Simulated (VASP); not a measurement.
# Ta3AlN4 (P4/mmm) in VASP: single point with PBE

Aim: the single point of Ta3AlN4 with PBE.

All numbers are computed with VASP 6.6.1; they aren't measurements. Logs are shortened: lines on timing, memory, paths and dates and some standing lists are left out, and cuts for length are marked.

### Step 1. The cell of the first run

Symmetry: P4/mmm, No. 123, tetragonal system. The conventional cell has a = 3.357 Å, b = 3.357 Å, c = 9.496 Å, α = 90.00°, β = 90.00°, γ = 90.00°. Within 3.1 Å of Ta (site symmetry 4/mmm) lie 6 N at 2.37 Å. Within 3.1 Å of Ta (site symmetry 4mm) lie 6 N at 2.37 Å. Within 3.1 Å of Al (site symmetry 4/mmm) lie 6 N at 2.37 Å. Within 3.1 Å of N (site symmetry 4mm) lie 5 Ta at 2.37 Å and 1 Al at 2.37 Å. Within 3.1 Å of N (site symmetry 4/mmm) lie 6 Ta at 2.37 Å. Within 3.1 Å of N (site symmetry 4/mmm) lie 4 Al at 2.37 Å and 2 Ta at 2.37 Å.

### Step 2. Single point, PBE

Contents of INCAR:

```
SYSTEM = Ta3AlN4
ALGO = Normal
EDIFF = 1E-6
ENCUT = 520
GGA = PE
ISIF = 2
ISMEAR = 0
LASPH = .True.
LCHARG = .False.
LREAL = .False.
LWAVE = .False.
NBANDS = 38
NELM = 100
PREC = Accurate
SIGMA = 0.1
```

Contents of KPOINTS:

```
k-points
0
Gamma
  6 6 2
  0 0 0
```

Contents of POSCAR:

```
Ta3AlN4
1.0
    3.3573092400      0.0000000000      0.0000000000
    0.0000000000      3.3573092400      0.0000000000
    0.0000000000      0.0000000000      9.4959045300
Ta Al N
3 1 4
Direct
    0.0000000000      0.0000000000      0.0000000000
    0.5000000000      0.5000000000      0.2500000000
    0.5000000000      0.5000000000      0.7500000000
    0.0000000000      0.0000000000      0.5000000000
    0.0000000000      0.0000000000      0.7500000000
    0.5000000000      0.5000000000      0.0000000000
    0.0000000000      0.0000000000      0.2500000000
    0.5000000000      0.5000000000      0.5000000000
```

Potentials or basis: VASP PAW PBE potentials, release 64 (Ta_pv, Al, N).

Started as:

```console
cat potpaw_PBE.64/Ta_pv/POTCAR potpaw_PBE.64/Al/POTCAR potpaw_PBE.64/N/POTCAR > POTCAR
mpirun -np 1 vasp_std > vasp.out
```

OUTCAR:

```text
SYSTEM = Ta3AlN4
   EDIFF = 1E-6
   ENCUT = 520
   GGA = PE
   ISIF = 2
   ISMEAR = 0
   LASPH = .True.
   LREAL = .False.
   NELM = 100
   PREC = Accurate

 ion  position               nearest neighbor table
   1  0.000  0.000  0.000-   6 2.37   6 2.37   6 2.37   6 2.37   7 2.37   5 2.37   3 3.36   3 3.36
                             2 3.36   3 3.36   2 3.36   2 3.36   3 3.36   2 3.36
   2  0.500  0.500  0.250-   7 2.37   7 2.37   7 2.37   7 2.37   8 2.37   6 2.37   4 3.36   4 3.36
                             1 3.36   4 3.36   1 3.36   1 3.36   4 3.36   1 3.36
   3  0.500  0.500  0.750-   5 2.37   5 2.37   5 2.37   5 2.37   8 2.37   6 2.37   4 3.36   4 3.36
                             1 3.36   4 3.36   1 3.36   1 3.36   4 3.36   1 3.36
   4  0.000  0.000  0.500-   8 2.37   8 2.37   8 2.37   8 2.37   5 2.37   7 2.37   3 3.36   3 3.36
                             2 3.36   3 3.36   2 3.36   2 3.36   3 3.36   2 3.36
   5  0.000  0.000  0.750-   3 2.37   3 2.37   3 2.37   3 2.37   4 2.37   1 2.37
   6  0.500  0.500  0.000-   1 2.37   1 2.37   1 2.37   1 2.37   3 2.37   2 2.37
   7  0.000  0.000  0.250-   2 2.37   2 2.37   2 2.37   2 2.37   4 2.37   1 2.37
   8  0.500  0.500  0.500-   4 2.37   4 2.37   4 2.37   4 2.37   2 2.37   3 2.37

  LATTYP: Found a simple tetragonal cell.
 ALAT       =     3.3573092400
 C/A-ratio  =     2.8284271276

  Lattice vectors:

 A1 = (   3.3573092400,   0.0000000000,   0.0000000000)
 A2 = (   0.0000000000,   3.3573092400,   0.0000000000)
 A3 = (   0.0000000000,   0.0000000000,   9.4959045300)

Analysis of symmetry for initial positions (statically):
=====================================================================
 Subroutine PRICEL returns:
 Original cell was already a primitive cell.

 Routine SETGRP: Setting up the symmetry group for a
 simple tetragonal supercell.

 Subroutine GETGRP returns: Found 16 space group operations
 (whereof 16 operations were pure point group operations)
 out of a pool of 16 trial point group operations.

The static configuration has the point symmetry D_4h.

Analysis of symmetry for dynamics (positions and initial velocities):
=====================================================================
 Subroutine PRICEL returns:
 Original cell was already a primitive cell.

 Routine SETGRP: Setting up the symmetry group for a
 simple tetragonal supercell.

 Subroutine GETGRP returns: Found 16 space group operations
 (whereof 16 operations were pure point group operations)
 out of a pool of 16 trial point group operations.

The dynamic configuration has the point symmetry D_4h.

 Subroutine INISYM returns: Found 16 space group operations
 (whereof 16 operations are pure point group operations),
 and found     1 'primitive' translations

[... 113 lines left out ...]
   NUPDOWN=      -1.0000    fix difference up-down
   EMIN   =  10.00;   EMAX   =-10.00  energy-range for DOS
   EFERMI =   0.00;   METHOD = LEGACY
   ISMEAR =     0;   SIGMA  =   0.10  broadening in eV -4-tet -1-fermi 0-gaus
   EFERMI_NEDOS =   21; number of points for ismear=-14 and -15
   IALGO  =     38    algorithm
   IMIX   =      4    mixing-type and parameters
     AMIX     =   0.40;   BMIX     =  1.00
     AMIX_MAG =   1.60;   BMIX_MAG =  1.00
  volume/ion in A,a.u.               =      13.38        90.29
  Fermi-wavevector in a.u.,A,eV,Ry     =   1.319161  2.492853 23.676667  1.740186
  Thomas-Fermi vector in A             =   2.449079
   LORBIT       =      0    0 simple, 1 ext, 2 COOP (PROOUT), +10 PAW based schemes
   GGA     = PE    functional components
   LHFCALC =     F    Hartree Fock is set to
   AEXX    =    0.0000 exact exchange contribution
   IVDW    =     0    specifies the selected vdW correction
   LEPSILON=     F    determine dielectric tensor
   LRPA    =     F    only Hartree local field effects (RPA)
 non-spin polarized calculation
 Gauss-broadening in eV      SIGMA  =   0.10
  energy-cutoff  :      520.00
  volume of cell :      107.03
 maximum number of plane-waves:      2906
 NGX is ok and might be reduce to    28
   NGX = 13   NGY = 13   NGZ = 35

 number of electron      55.9999982 magnetization

 Free energy of the ion-electron system (eV)
  ---------------------------------------------------
  ext. energy  EPLUGINS =         0.00000000
  ---------------------------------------------------
  free energy    TOTEN  =       -75.12138442 eV

  energy without entropy =      -75.09623777  energy(sigma->0) =      -75.10881110

 E-fermi :   7.0306     XC(G=0): -11.7214

 val. band max:        7.0215615444   @ k =   0.1667   0.1667   0.5000
 cond. band min:       7.0460649073   @ k =   0.3333   0.3333   0.5000
 fundamental gap:      0.0245033629
 Fermi energy:         7.0306470710

 k-point     1 :       0.0000    0.0000    0.0000
  band No.  band energies     occupation
      1     -29.4067      2.00000
      2     -29.3342      2.00000
      3     -29.2767      2.00000
      4     -29.2767      2.00000
      5     -29.2412      2.00000
      6     -29.2412      2.00000
[... 809 lines left out ...]
     37       9.4431      0.00000
     38       9.5344      0.00000

------------------------ aborting loop because EDIFF is reached ----------------------------------------

  FORCE on cell =-STRESS in cart. coord.  units (eV):
  Direction    XX          YY          ZZ          XY          YZ          ZX
  --------------------------------------------------------------------------------------
  -------------------------------------------------------------------------------------
  Total      -28.6463505    -28.6463505    -25.8497504      0.0000000     -0.0000000      0.0000000
  in kB     -428.8059990   -428.8059990   -386.9438109      0.0000000     -0.0000000      0.0000000
  external PRESSURE =    -414.8519363 kB  Pullay stress =       0.0000000 kB

 VOLUME and BASIS-vectors are now :
 -----------------------------------------------------------------------------
  energy-cutoff  :      520.00
  volume of cell :      107.03
      direct lattice vectors                 reciprocal lattice vectors
     3.357309240  0.000000000  0.000000000     0.297857578  0.000000000  0.000000000
     0.000000000  3.357309240  0.000000000     0.000000000  0.297857578  0.000000000
     0.000000000  0.000000000  9.495904530     0.000000000  0.000000000  0.105308557

 POSITION                                       TOTAL-FORCE (eV/Angst)
 -----------------------------------------------------------------------------------
      0.00000      0.00000      0.00000         0.000000      0.000000     -0.000000
      1.67865      1.67865      2.37398         0.000000     -0.000000     -0.884356
      1.67865      1.67865      7.12193         0.000000      0.000000      0.884356
      0.00000      0.00000      4.74795         0.000000      0.000000     -0.000000
      0.00000      0.00000      7.12193        -0.000000      0.000000     -0.604920
      1.67865      1.67865      0.00000         0.000000      0.000000     -0.000000
      0.00000      0.00000      2.37398         0.000000      0.000000      0.604920
      1.67865      1.67865      4.74795         0.000000      0.000000     -0.000000
 -----------------------------------------------------------------------------------
    total drift:                                0.000000      0.000000      0.000000

  FREE ENERGIE OF THE ION-ELECTRON SYSTEM (eV)
  ---------------------------------------------------
  free  energy   TOTEN  =       -75.1213844245 eV

  energy  without entropy=      -75.0962377731  energy(sigma->0) =      -75.10881110
```

Wall time 76 s (1 thread of Intel Xeon Platinum 8488C (Sapphire Rapids), shared host); peak memory 0.26 GiB.

What came out:

| Item | Value |
| --- | --- |
| Free energy | -75.1214 eV |
| Pressure | -41.5 GPa |
| Largest force | 0.884 eV/Å |
| Band gap on the k mesh | zero (band 28 reaches 7.82 eV, above the bottom of band 29 at 5.72 eV) |

Forces in eV/Å, atoms in the order of the input:
```
Ta   0.000  0.000  0.000
Ta   0.000  0.000 -0.884
Ta   0.000  0.000  0.884
Al   0.000  0.000  0.000
N    0.000  0.000 -0.605
N    0.000  0.000  0.000
N    0.000  0.000  0.605
N    0.000  0.000  0.000
```

Levels at points of the mesh, in eV from the Fermi level:
```tsv
k point	band 24	band 25	band 26	band 27	band 28	band 29	band 30	band 31	band 32	band 33
(0.00, 0.00, 0.00)	-2.91	-2.88	-2.88	-2.82	-2.04	-1.31	-0.84	-0.84	0.20	0.29
(0.50, 0.00, 0.00)	-4.46	-3.14	0.40	0.66	0.78	0.86	1.18	1.22	1.24	1.36
(0.50, 0.50, 0.00)	-3.91	-3.56	-3.07	-3.07	-0.57	0.05	0.05	1.21	1.21	1.64
(0.00, 0.00, 0.50)	-3.41	-3.26	-3.26	-2.97	-2.00	-0.41	-0.34	-0.34	0.20	0.21
(0.50, 0.00, 0.50)	-4.10	-3.17	0.42	0.50	0.65	0.77	0.88	0.96	1.25	1.30
(0.50, 0.50, 0.50)	-4.51	-4.49	-2.07	-2.07	-1.04	-1.04	0.20	1.81	1.81	2.08
```

Caveat: spin-orbit coupling is left out, which moves the levels of the heavy elements.
